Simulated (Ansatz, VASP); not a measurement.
**Two plane-wave programs on Ga2O3**

INCAR

```
SYSTEM = Ga2O3
PREC = Accurate ; ENCUT = 520
EDIFF = 1E-6 ; ISMEAR = 0
SIGMA = 0.05 ; LREAL = .False.
LASPH = .True. ; NELM = 60
ALGO = Normal ; ISIF = 2
LWAVE = .False. ; LCHARG = .False.
GGA = PE ; NBANDS = 55
KPAR = 4
```

File KPOINTS:

```
regular mesh
0
Gamma
  10 10 6
  0 0 0
```

POSCAR

```
Ga2O3
1.0
    6.3519791710     -1.5725916555      0.0114924401
    6.3519791710      1.5725916555      0.0114924401
   -1.4307779328      0.0000000000      5.7076941923
Ga O
4 6
Direct
    0.0899134338      0.0899134338      0.7947233208
    0.9100865662      0.9100865662      0.2052766792
    0.6585007301      0.6585007301      0.3141978956
    0.3414992699      0.3414992699      0.6858021044
    0.1634883775      0.1634883775      0.1092060622
    0.8365116225      0.8365116225      0.8907939378
    0.1737013130      0.1737013130      0.5643594347
    0.8262986870      0.8262986870      0.4356405653
    0.4960195697      0.4960195697      0.2566813608
    0.5039804303      0.5039804303      0.7433186392
```

Input for Ansatz:

```yaml
crystal:
  lattice:
    - [6.351979171, -1.5725916555, 0.0114924401]
    - [6.351979171, 1.5725916555, 0.0114924401]
    - [-1.4307779328, 0.0, 5.7076941923]
  atoms:
    - { symbol: Ga, position: [0.0899134338, 0.0899134338, 0.7947233208] }
    - { symbol: Ga, position: [0.9100865662, 0.9100865662, 0.2052766792] }
    - { symbol: Ga, position: [0.6585007301, 0.6585007301, 0.3141978956] }
    - { symbol: Ga, position: [0.3414992699, 0.3414992699, 0.6858021044] }
    - { symbol: O, position: [0.1634883775, 0.1634883775, 0.1092060622] }
    - { symbol: O, position: [0.8365116225, 0.8365116225, 0.8907939378] }
    - { symbol: O, position: [0.173701313, 0.173701313, 0.5643594347] }
    - { symbol: O, position: [0.826298687, 0.826298687, 0.4356405653] }
    - { symbol: O, position: [0.4960195697, 0.4960195697, 0.2566813608] }
    - { symbol: O, position: [0.5039804303, 0.5039804303, 0.7433186392] }
basis:
  ecutwfc: 420
kpoints:
  mp_grid: { grid: [10, 10, 6] }
hamiltonian:
  xc: pbe
scf:
  occupations: { method: gaussian, width: 0.05 }
output:
  forces: true
  stress: true
  eigenvalues: true
```

Change from the starting cell: strain +0.0200 x Voigt [1, 1, 0, 0, 0, 0], atoms carried along.

Alike in both runs: task single point; functional PBE; k mesh 10 × 10 × 6; occupations gaussian, width 0.05 eV; no spin polarisation.

|  | VASP | Ansatz |
| --- | --- | --- |
| version | VASP 6.6.1 | Ansatz 0.2.0 |
| potentials or method | VASP PAW PBE potentials, release 64 (Ga_d, O), cutoff 520 eV | scalar-relativistic, plane waves, PAW |
| valence electrons in the cell | 88 | 88 |

|  | VASP | Ansatz | Ansatz less VASP |
| --- | --- | --- | --- |
| gap on the k mesh at the Fermi level (eV) | 1.57 | 1.58 | +0.015 |
| least direct gap on the mesh (eV) | 1.57 | 1.59 | +0.015 |
| pressure (GPa) | -6.0 | -6.5 | -0.56 |
| traceless stress, the component that is largest in VASP (GPa) | 3.68 | 3.74 | +0.056 |
| rms of the force components (eV/Å) | 0.130 | 0.135 | +0.0050 |

Atom by atom the forces differ by 0.008 eV/Å (rms over components). The functional is the same, so the differences come from potentials, cutoffs and numerics.
